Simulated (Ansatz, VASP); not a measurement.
## MgO2 in VASP and in Ansatz

```
CELL_PARAMETERS angstrom
4.83417 0.00000 0.00000
0.00000 4.83417 0.00000
0.00000 0.00000 4.83417
ATOMIC_POSITIONS crystal
Mg 0.00000 0.50000 0.50000
Mg 0.50000 0.50000 0.00000
Mg 0.50000 0.00000 0.50000
Mg 0.00000 0.00000 0.00000
O 0.41117 0.08883 0.91117
O 0.08883 0.91117 0.41117
O 0.91117 0.41117 0.08883
O 0.58883 0.58883 0.58883
O 0.41117 0.41117 0.41117
O 0.08883 0.58883 0.91117
O 0.91117 0.08883 0.58883
O 0.58883 0.91117 0.08883
```

Alike in both runs: functional r2SCAN; k mesh 6 × 6 × 6; occupations gaussian, width 0.02 eV; no spin polarisation.

Ansatz relaxed the structure, and its values are those at the end. VASP's run is a single point on that final structure, the one shown.

|  | VASP | Ansatz |
| --- | --- | --- |
| version | VASP 6.6.1 | Ansatz 0.2.0 |
| potentials or method | VASP PAW PBE potentials, release 64 (Mg, O), cutoff 520 eV | scalar-relativistic, plane waves, PAW |
| valence electrons in the cell | 56 | 88 |

```tsv
	VASP	Ansatz	Ansatz less VASP
gap on the k mesh at the Fermi level (eV)	4.68	4.71	+0.035
least direct gap on the mesh (eV)	4.81	4.84	+0.035
pressure (GPa)	-0.3	0.0	+0.29
rms of the force components (eV/Å)	0.129	0.001	-0.1278
```

VASP's potentials were made for PBE, not for r2SCAN. One of these differences is far larger than is usual between the two programs; its cause wasn't traced. With one functional, cell and mesh, what is left measures potentials, basis and numerics. VASP's potentials hold 56 valence electrons a cell and Ansatz's 88, so a difference there can come from the potentials and not from the codes.
